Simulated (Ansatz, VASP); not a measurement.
Cd: VASP beside Ansatz

```
Cd
1.0
     3.03712    0.00000    0.00000
    -1.51856    2.63023    0.00000
     0.00000    0.00000    5.73303
Cd
2
Direct
  0.33333 0.66667 0.25000
  0.66667 0.33333 0.75000
```

Alike in both runs: functional PBE; k mesh 18 × 18 × 8; occupations fermi-dirac, width 0.15 eV; no spin polarisation.

Ansatz relaxed the structure, and its values are those at the end. VASP's run is a single point on that final structure, the one shown.

|  | VASP | Ansatz |
| --- | --- | --- |
| version | VASP 6.6.1 | Ansatz 0.2.0 |
| potentials or method | VASP PAW PBE potentials, release 64 (Cd), cutoff 520 eV | scalar-relativistic, plane waves, PAW |
| valence electrons in the cell | 24 | 40 |

```tsv
	VASP	Ansatz	Ansatz less VASP
gap on the k mesh at the Fermi level (eV)	none	none	-
pressure (GPa)	0.3	0.0	-0.29
```

A gap of «none» marks a metal or a gap that the smearing closes. VASP's potentials hold 24 valence electrons a cell and Ansatz's 40, so a difference there can come from the potentials and not from the codes.
